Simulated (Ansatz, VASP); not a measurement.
# TiTe2 in VASP and in Ansatz

Contents of INCAR:

```
SYSTEM = TiTe2
PREC = Accurate
ENCUT = 520
EDIFF = 1E-6
ISMEAR = 0
SIGMA = 0.15
LREAL = .FALSE.
LASPH = .TRUE.
NELM = 60
ALGO = Normal
ISIF = 2
LWAVE = .FALSE.
LCHARG = .FALSE.
GGA = PE
NBANDS = 19
```

The input KPOINTS:

```
Automatic mesh
0
G
  12 12 8
  0 0 0
```

The input POSCAR:

```
TiTe2
1.0
    3.7770008876      0.0000000000     -0.1416375333
   -1.8885004438      3.2709787188      0.0708187666
   -0.2436750000      0.0000000000      6.4980000000
Ti Te
1 2
Direct
    0.0000000000      0.0000000000      0.0000000000
    0.6666666667      0.3333333333      0.2628000000
    0.3333333333      0.6666666667      0.7372000000
```

Input for Ansatz:

```yaml
crystal:
  lattice:
    - [3.7770008876, 0.0, -0.1416375333]
    - [-1.8885004438, 3.2709787188, 0.0708187666]
    - [-0.243675, 0.0, 6.498]
  atoms:
    - { symbol: Ti, position: [0.0, 0.0, 0.0] }
    - { symbol: Te, position: [0.6666666667, 0.3333333333, 0.2628] }
    - { symbol: Te, position: [0.3333333333, 0.6666666667, 0.7372] }
basis:
  ecutwfc: 420
kpoints:
  mp_grid: { grid: [12, 12, 8] }
hamiltonian:
  xc: pbe
scf:
  occupations: { method: gaussian, width: 0.15 }
output:
  forces: true
  stress: true
  eigenvalues: true
```

Change from the starting cell: strain -0.0750 x Voigt [0, 0, 0, 0, 1, 0], atoms carried along.

Alike in both runs: task single point; functional PBE; k mesh 12 × 12 × 8; occupations gaussian, width 0.15 eV; no spin polarisation.

|  | VASP | Ansatz |
| --- | --- | --- |
| version | VASP 6.6.1 | Ansatz 0.2.0 |
| potentials or method | VASP PAW PBE potentials, release 64 (Ti_sv, Te), cutoff 520 eV | scalar-relativistic, plane waves, PAW |
| valence electrons in the cell | 24 | 44 |

VASP gave:

```
gap on the k mesh at the Fermi level (eV)                     : none
pressure (GPa)                                                : 1.4
traceless stress, the component that is largest in VASP (GPa) : 4.28
rms of the force components (eV/Å)                            : 0.248
```

Question: Which values does Ansatz return?

Answer: gap on the k mesh at the Fermi level (eV): none; pressure (GPa): 1.4; traceless stress, the component that is largest in VASP (GPa): 4.29; rms of the force components (eV/Å): 0.247.

Atom by atom the forces differ by 0.005 eV/Å (rms over components). A gap of «none» marks a metal or a gap that the smearing closes. VASP's potentials hold 24 valence electrons a cell and Ansatz's 44, so a difference there can come from the potentials and not from the codes.

Neither program's run includes spin-orbit coupling.
